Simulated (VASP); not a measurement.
Input of a VASP 6.6.1 run:

The input INCAR:

```
SYSTEM = Na
PREC = Accurate
ENCUT = 520
EDIFF = 1E-6
ISMEAR = -1
SIGMA = 0.08
LREAL = .False.
LASPH = .True.
NELM = 60
ALGO = Normal
ISIF = 2
LWAVE = .False.
LCHARG = .False.
GGA = PE
NBANDS = 10
```

The input KPOINTS:

```
Automatic mesh
0
Gamma
  13 13 12
  0 0 0
```

Contents of POSCAR:

```
Na
1.0
    3.6146556995      0.0000000000      0.0000000000
   -1.8073278498      3.1303836617      0.0000000000
    0.0000000000      0.0000000000      3.3977763575
Na
1
Direct
    0.0000000000      0.0000000000      0.0000000000
```

Potentials or basis: VASP PAW PBE potentials, release 64 (Na_pv).

Run with:

```console
$ cat potpaw_PBE.64/Na_pv/POTCAR > POTCAR
$ mpirun -np 1 vasp_std > vasp.out
```

Task: Predict the pressure.

Result: 0.0 GPa.
